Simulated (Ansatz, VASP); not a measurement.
Te: VASP beside Ansatz

```
CELL_PARAMETERS angstrom
-3.15285 3.15285 1.54272
3.15285 -3.15285 1.54272
3.15285 3.15285 -1.54272
ATOMIC_POSITIONS crystal
Te 0.00000 0.00000 0.00000
Te 0.75000 0.25000 0.50000
```

Alike in both runs: functional PBEsol; k mesh 18 × 18 × 18; occupations gaussian, width 0.1 eV; no spin polarisation.

Ansatz relaxed the structure, and its values are those at the end. VASP's run is a single point on that final structure, the one shown.

```csv
,VASP,Ansatz
version,VASP 6.6.1,Ansatz 0.2.0
potentials or method,"VASP PAW PBE potentials, release 64 (Te), cutoff 520 eV","scalar-relativistic, plane waves, PAW"
valence electrons in the cell,12,32
```

```csv
,VASP,Ansatz,Ansatz less VASP
gap on the k mesh at the Fermi level (eV),none,none,-
pressure (GPa),0.0,0.0,-0.03
```

VASP's potentials were made for PBE, not for PBEsol. A gap of «none» marks a metal or a gap that the smearing closes. With one functional, cell and mesh, what is left measures potentials, basis and numerics. VASP's potentials hold 12 valence electrons a cell and Ansatz's 32, so a difference there can come from the potentials and not from the codes.

Neither program's run includes spin-orbit coupling.
